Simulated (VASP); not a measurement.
# As (Pm-3m) in VASP: a series of runs

Aim: see how the results for As move with the level of theory and the settings. Levels: PBEsol, PBE0. Tasks: relaxation of cell and atoms, single point.

Everything below comes from runs of VASP 6.6.1. Logs are shortened: lines on timing, memory, paths and dates and some standing lists are left out, and cuts for length are marked.

## Step 1: The cell of the first run

It takes space group Pm-3m (No. 221, cubic). The conventional cell has a = 2.704 Å, b = 2.704 Å, c = 2.704 Å, α = 90.00°, β = 90.00°, γ = 90.00°. As (site symmetry m-3m) has 6 As at 2.70 Å within 3.6 Å.

## Step 2: Relaxation of cell and atoms, PBEsol, target pressure 20 GPa, at which the enthalpy is minimised

File INCAR:

```
PREC = Accurate ; ENCUT = 600
EDIFF = 1E-7 ; ISMEAR = -1
SIGMA = 0.05 ; LREAL = F
LASPH = T ; NELM = 80
ALGO = Normal ; ISIF = 3
LWAVE = F ; LCHARG = F
GGA = PS ; IBRION = 2
NSW = 60 ; EDIFFG = -0.01
PSTRESS = 200.0
```

File KPOINTS:

```
Automatic mesh
0
Gamma
  10 10 10
```

File POSCAR:

```
As
1.0
    2.7036817444      0.0000000000      0.0000000000
    0.0000000000      2.7036817444      0.0000000000
    0.0000000000      0.0000000000      2.7036817444
As
1
Direct
    0.5000000000      0.5000000000      0.5000000000
```

Potentials or basis: VASP PAW PBE potentials, release 64 (As).

Run with:

```
$ cat potpaw_PBE.64/As/POTCAR > POTCAR
$ mpirun -np 1 vasp_std > vasp.out
```

OUTCAR:

```text
PREC = Accurate
   ENCUT = 600
   EDIFF = 1E-7
   ISMEAR = -1
   LREAL = F
   LASPH = T
   NELM = 80
   ISIF = 3
   GGA = PS
   IBRION = 2
   NSW = 60
   EDIFFG = -0.01
   PSTRESS = 200.0

 ion  position               nearest neighbor table
   1  0.500  0.500  0.500-

  LATTYP: Found a simple cubic cell.
 ALAT       =     2.7036817444

  Lattice vectors:

 A1 = (   2.7036817444,   0.0000000000,   0.0000000000)
 A2 = (   0.0000000000,   2.7036817444,   0.0000000000)
 A3 = (   0.0000000000,   0.0000000000,   2.7036817444)

Analysis of symmetry for initial positions (statically):
=====================================================================
 Subroutine PRICEL returns:
 Original cell was already a primitive cell.

 Routine SETGRP: Setting up the symmetry group for a
 simple cubic supercell.

 Subroutine GETGRP returns: Found 48 space group operations
[... 9 lines left out ...]

 Routine SETGRP: Setting up the symmetry group for a
 simple cubic supercell.

 Subroutine GETGRP returns: Found 48 space group operations
[... 11 lines left out ...]
                                     Primitive cell

  volume of cell :      19.7636

  direct lattice vectors                    reciprocal lattice vectors
     2.703681744  0.000000000  0.000000000     0.369866018  0.000000000  0.000000000
     0.000000000  2.703681744  0.000000000     0.000000000  0.369866018  0.000000000
     0.000000000  0.000000000  2.703681744     0.000000000  0.000000000  0.369866018

  length of vectors
     2.703681744  2.703681744  2.703681744     0.369866018  0.369866018  0.369866018

  position of ions in fractional coordinates (direct lattice)
     0.500000000  0.500000000  0.500000000

  ion indices of the primitive-cell ions
   primitive index   ion index
                 1           1

----------------------------------------------------------------------------------------

 KPOINTS: Automatic mesh

Automatic generation of k-mesh.
 Grid dimensions read from file:
 generate k-points for:   10   10   10

 Generating k-lattice:

  Cartesian coordinates                     Fractional coordinates (reciprocal lattice)
     0.036986602  0.000000000  0.000000000     0.100000000  0.000000000  0.000000000
     0.000000000  0.036986602  0.000000000     0.000000000  0.100000000  0.000000000
     0.000000000  0.000000000  0.036986602     0.000000000  0.000000000  0.100000000

  Length of vectors
     0.036986602  0.036986602  0.036986602

  Shift w.r.t. Gamma in fractional coordinates (k-lattice)
     0.000000000  0.000000000  0.000000000

 Subroutine IBZKPT returns following result:
 ===========================================

 Found     56 irreducible k-points:

 Following reciprocal coordinates:
            Coordinates               Weight
  0.000000  0.000000  0.000000      1.000000
  0.100000  0.000000  0.000000      6.000000
  0.200000  0.000000  0.000000      6.000000
  0.300000  0.000000  0.000000      6.000000
  0.400000  0.000000  0.000000      6.000000
  0.500000  0.000000  0.000000      3.000000
[... 16 lines left out ...]
  0.200000  0.100000  0.100000     24.000000
  0.300000  0.100000  0.100000     24.000000
 [... further k-points ...]
   k-points           NKPTS =     56   k-points in BZ     NKDIM =     56   number of bands    NBANDS=      6
   number of dos      NEDOS =    301   number of ions     NIONS =      1
   total plane-waves  NPLWV =  13824
   dimension x,y,z NGX =    24 NGY =   24 NGZ =   24
   dimension x,y,z NGXF=    48 NGYF=   48 NGZF=   48
   ions per type =               1
   NGX,Y,Z   is equivalent  to a cutoff of  14.76, 14.76, 14.76 a.u.
   NGXF,Y,Z  is equivalent  to a cutoff of  29.51, 29.51, 29.51 a.u.
 SYSTEM =  unknown system
   PREC   = accura    normal or accurate (medium, high low for compatibility)
   ISTART =      0    job   : 0-new  1-cont  2-samecut
   ICHARG =      2    charge: 1-file 2-atom 10-const
   ISPIN  =      1    spin polarized calculation?
   LNONCOLLINEAR =      F non collinear calculations
   LSORBIT =      F    spin-orbit coupling
   LASPH  =      T    aspherical Exc in radial PAW
   ENCUT  =  600.0 eV  44.10 Ry    6.64 a.u.   5.40  5.40  5.40*2*pi/ulx,y,z
   NELM   =     80;   NELMIN=  2; NELMDL= -5     # of ELM steps
   EDIFF  = 0.1E-06   stopping-criterion for ELM
   LREAL  =      F    real-space projection
   EDIFFG = -.1E-01   stopping-criterion for IOM
   NSW    =     60    number of steps for IOM
   IBRION =      2    ionic relax: 0-MD 1-quasi-New 2-CG
   NFREE  =      1    steps in history (QN), initial steepest desc. (CG)
   ISIF   =      3    stress and relaxation
   ISYM   =      2    0-nonsym 1-usesym 2-fastsym
   POTIM  = 0.5000    time-step for ionic-motion
   TEBEG  =    0.0;   TEEND  =   0.0 temperature during run
   PSTRESS=  200.0 pullay stress
   NELECT =       5.0000    total number of electrons
   NUPDOWN=      -1.0000    fix difference up-down
   EMIN   =  10.00;   EMAX   =-10.00  energy-range for DOS
[... 5 lines left out ...]
     AMIX     =   0.40;   BMIX     =  1.00
     AMIX_MAG =   1.60;   BMIX_MAG =  1.00
  volume/ion in A,a.u.               =      19.76       133.37
  Fermi-wavevector in a.u.,A,eV,Ry     =   1.035403  1.956627 14.586243  1.072059
  Thomas-Fermi vector in A             =   2.169744
   LORBIT       =      0    0 simple, 1 ext, 2 COOP (PROOUT), +10 PAW based schemes
   GGA     = PS    functional components
   LHFCALC =     F    Hartree Fock is set to
   AEXX    =    0.0000 exact exchange contribution
   IVDW    =     0    specifies the selected vdW correction
   LEPSILON=     F    determine dielectric tensor
   LRPA    =     F    only Hartree local field effects (RPA)
 conjugate gradient relaxation of ions
 non-spin polarized calculation
  energy-cutoff  :      600.00
  volume of cell :       19.76
 maximum number of plane-waves:       691
 NGX is ok and might be reduce to    24
   NGX = 11   NGY = 11   NGZ = 11

--------------------------------------- Ionic step        1  -------------------------------------------

 number of electron       5.0000001 magnetization

 Free energy of the ion-electron system (eV)
  ---------------------------------------------------
  ext. energy  EPLUGINS =         0.00000000
  ---------------------------------------------------
  free energy    TOTEN  =        -5.04729173 eV

  energy without entropy =       -5.04473998  energy(sigma->0) =       -5.04601585

------------------------ aborting loop because EDIFF is reached ----------------------------------------

  FORCE on cell =-STRESS in cart. coord.  units (eV):
  Direction    XX          YY          ZZ          XY          YZ          ZX
  --------------------------------------------------------------------------------------
  -------------------------------------------------------------------------------------
  Total       -0.1550034     -0.1550034     -0.1550034     -0.0000000     -0.0000000      0.0000000
  in kB      -12.5656513    -12.5656513    -12.5656513     -0.0000000     -0.0000000      0.0000000
  external PRESSURE =    -212.5656513 kB  Pullay stress =     200.0000000 kB
[... 22 lines left out ...]
  enthalpy is  TOTEN    =        -2.5801953310 eV   P V=        2.4670963978

--------------------------------------- Ionic step        2  -------------------------------------------

 number of electron       5.0000000 magnetization

 E-fermi :  11.5492     XC(G=0): -12.3838

 val. band max:       11.4457391515   @ k =   0.2000   0.2000   0.0000
 cond. band min:      11.5948537110   @ k =   0.2000   0.2000   0.1000
 fundamental gap:      0.1491145595
 Fermi energy:        11.5492254746

 k-point     1 :       0.0000    0.0000    0.0000
  band No.  band energies     occupation
      1      -8.1689      2.00000
      2      17.2455      0.00000
      3      17.2455      0.00000
      4      17.2455      0.00000
      5      20.3703      0.00000
      6      20.3703      0.00000

 k-point     2 :       0.1000    0.0000    0.0000
  band No.  band energies     occupation
      1      -7.9049      2.00000
      2      13.9309      0.00000
      3      17.5067      0.00000
      4      17.5067      0.00000
      5      20.5863      0.00000
      6      22.8393      0.00000
[... 190 lines left out ...]
 k-point    24 :       0.3000    0.1000    0.1000
  band No.  band energies     occupation
      1      -5.2904      2.00000
      2       6.1789      2.00000
      3      15.8660      0.00000
      4      17.2433      0.00000
      5      26.6347      0.00000
      6      26.9947      0.00000

 [... further k-points ...]
[... 5 lines left out ...]
  --------------------------------------------------------------------------------------
  -------------------------------------------------------------------------------------
  Total        6.9313637      6.9313637      6.9313637      0.0000000      0.0000000      0.0000000
  in kB      843.0812652    843.0812652    843.0812652      0.0000000      0.0000000      0.0000000
  external PRESSURE =     643.0812652 kB  Pullay stress =     200.0000000 kB
[... 170 lines left out ...]
  enthalpy is  TOTEN    =        -2.8110629326 eV   P V=        2.0919886104

--------------------------------------- Ionic step        7  -------------------------------------------

 number of electron       5.0000000 magnetization

 Free energy of the ion-electron system (eV)
  ---------------------------------------------------
  ext. energy  EPLUGINS =         0.00000000
  ---------------------------------------------------
  free energy    TOTEN  =        -4.89810425 eV

  energy without entropy =       -4.89536054  energy(sigma->0) =       -4.89673240

 E-fermi :   7.7973     XC(G=0): -11.2858

 val. band max:        7.7728282623   @ k =   0.2000   0.2000   0.2000
 cond. band min:       7.8920003990   @ k =   0.2000   0.2000   0.0000
 fundamental gap:      0.1191721367
 Fermi energy:         7.7973244397

 k-point     1 :       0.0000    0.0000    0.0000
  band No.  band energies     occupation
      1      -8.7760      2.00000
      2      12.6971      0.00000
      3      12.6971      0.00000
      4      12.6971      0.00000
      5      16.5505      0.00000
      6      16.5505      0.00000

 k-point     2 :       0.1000    0.0000    0.0000
  band No.  band energies     occupation
      1      -8.5603      2.00000
      2      10.1733      0.00000
      3      12.8966      0.00000
      4      12.8966      0.00000
      5      16.7362      0.00000
      6      18.2617      0.00000
[... 190 lines left out ...]
 k-point    24 :       0.3000    0.1000    0.1000
  band No.  band energies     occupation
      1      -6.4580      2.00000
      2       3.7657      2.00000
      3      11.7493      0.00000
      4      12.5538      0.00000
      5      21.4342      0.00000
      6      21.5427      0.00000

 [... further k-points ...]
[... 5 lines left out ...]
  --------------------------------------------------------------------------------------
  -------------------------------------------------------------------------------------
  Total        2.0880061      2.0880061      2.0880061     -0.0000000     -0.0000000      0.0000000
  in kB      200.0970891    200.0970891    200.0970891     -0.0000000     -0.0000000      0.0000000
  external PRESSURE =       0.0970891 kB  Pullay stress =     200.0000000 kB
[... 16 lines left out ...]
  FREE ENERGIE OF THE ION-ELECTRON SYSTEM (eV)
  ---------------------------------------------------
  free  energy   TOTEN  =        -4.8981042471 eV

  energy  without entropy=       -4.8953605437  energy(sigma->0) =       -4.89673240

  enthalpy is  TOTEN    =        -2.8111112834 eV   P V=        2.0869929637

 reached required accuracy - stopping structural energy minimisation
```

It took 22 s on 1 thread of AMD EPYC 7R43 (Zen 3), shared host; peak memory 0.12 GiB.

What came out:

```
Free energy                                            : -4.8981 eV
Relaxed volume                                         : 16.72 Å³/atom
Relaxed cell                                           : a = 2.557 Å, b = 2.557 Å, c = 2.557 Å, α = 90.00°, β = 90.00°, γ = 90.00°
Space group after relaxing (to 0.05 Å)                 : Pm-3m (No. 221)
Energy change on relaxing (the enthalpy is what falls) : +149.2 meV/atom
Ionic steps                                            : 7
Pressure after relaxing                                : 20.0 GPa
```

The path:
```csv
step,energy change (eV),largest force (eV/Å),pressure (GPa),volume (Å³)
1,0.0000,0.0000,-1.26,19.76
2,1.1582,0.0000,84.31,13.17
3,0.1371,0.0000,19.04,16.82
4,0.1460,0.0000,19.76,16.74
5,0.1532,0.0000,20.32,16.69
6,0.1442,0.0000,19.62,16.76
7,0.1492,0.0000,20.01,16.72
```

Final structure:
```
As
1.0
     2.55702    0.00000    0.00000
     0.00000    2.55702    0.00000
     0.00000    0.00000    2.55702
As
1
Direct
  0.50000 0.50000 0.50000
```

Levels at points of the mesh, in eV from the Fermi level:
```
           k point  band 1  band 2  band 3  band 4  band 5  band 6
(0.00, 0.00, 0.00)  -16.57    4.90    4.90    4.90    8.75    8.75
(0.50, 0.00, 0.00)  -12.61   -8.34    7.88    7.88   11.89   15.10
(0.50, 0.50, 0.00)   -8.37   -5.08   -5.08    1.69   10.78   18.80
(0.50, 0.50, 0.50)   -3.45   -2.06   -2.06   -2.06    5.66    5.66
```

Caveat: the cell is relaxed towards a set pressure, so the enthalpy falls and the energy may rise; the volume moved by over 15 % at a fixed basis, so the end points are rough; the PAW data sets were made with another functional, which shifts forces and pressure a little.

## Step 3: Relaxation of cell and atoms, PBEsol, target pressure 30 GPa, at which the enthalpy is minimised

File INCAR:

```
ALGO     = Normal         # electronic algorithm
EDIFF    = 1E-7           # SCF threshold, eV
EDIFFG   = -0.01          # ionic threshold
ENCUT    = 600            # plane-wave cutoff, eV
GGA      = PS             # functional
IBRION   = 2              # ionic algorithm
ISIF     = 3              # what is computed and relaxed
ISMEAR   = -1             # smearing method
LASPH    = True           # aspherical terms in the spheres
LCHARG   = False          # write CHGCAR
LREAL    = False          # projectors in reciprocal space
LWAVE    = False          # write WAVECAR
NELM     = 80             # most SCF steps
NSW      = 60             # ionic steps
PREC     = Accurate       # precision mode
PSTRESS  = 300.0        
SIGMA    = 0.05           # smearing width, eV
```

File KPOINTS:

```
k-points
0
Gamma
  10 10 10
```

POSCAR is that of step 2.

Potentials or basis: VASP PAW PBE potentials, release 64 (As).

Run with:

```
$ cat potpaw_PBE.64/As/POTCAR > POTCAR
$ mpirun -np 1 vasp_std > vasp.out
```

It took 18 s on 1 thread of AMD EPYC 7R43 (Zen 3), shared host; peak memory 0.12 GiB.

It converged, with:

```
Free energy                                            : -4.7553 eV
Relaxed volume                                         : 15.80 Å³/atom
Relaxed cell                                           : a = 2.509 Å, b = 2.509 Å, c = 2.509 Å, α = 90.00°, β = 90.00°, γ = 90.00°
Space group after relaxing (to 0.05 Å)                 : Pm-3m (No. 221)
Energy change on relaxing (the enthalpy is what falls) : +292.0 meV/atom
Ionic steps                                            : 5
Pressure after relaxing                                : 30.0 GPa
```

The path:
| step | energy change (eV) | largest force (eV/Å) | pressure (GPa) | volume (Å³) |
| --- | --- | --- | --- | --- |
| 1 | 0.0000 | 0.0000 | -1.26 | 19.76 |
| 2 | 3.3161 | 0.0000 | 210.03 | 10.66 |
| 3 | 0.2209 | 0.0000 | 25.19 | 16.21 |
| 4 | 0.2618 | 0.0000 | 27.99 | 15.96 |
| 5 | 0.2920 | 0.0000 | 30.04 | 15.80 |

Final structure:
```cif
data_structure
_symmetry_space_group_name_H-M 'P 1'
_symmetry_Int_Tables_number 1
_cell_length_a 2.5091
_cell_length_b 2.5091
_cell_length_c 2.5091
_cell_angle_alpha 90.000
_cell_angle_beta 90.000
_cell_angle_gamma 90.000
_cell_volume 15.80
loop_
_atom_site_label
_atom_site_type_symbol
_atom_site_fract_x
_atom_site_fract_y
_atom_site_fract_z
_atom_site_occupancy
As1 As 0.50000 0.50000 0.50000 1
```

Levels at points of the mesh, in eV from the Fermi level:
```csv
k point,band 1,band 2,band 3,band 4,band 5,band 6
"(0.00, 0.00, 0.00)",-17.31,5.04,5.04,5.04,8.72,8.72
"(0.50, 0.00, 0.00)",-13.04,-8.98,8.29,8.29,12.01,15.36
"(0.50, 0.50, 0.00)",-8.43,-5.51,-5.51,1.29,11.48,19.15
"(0.50, 0.50, 0.50)",-3.01,-2.28,-2.28,-2.28,5.45,5.45
```

Caveat: the cell is relaxed towards a set pressure, so the enthalpy falls and the energy may rise; the volume moved by over 15 % at a fixed basis, so the end points are rough; the PAW data sets were made with another functional, which shifts forces and pressure a little.

[end of part 1 of 3]
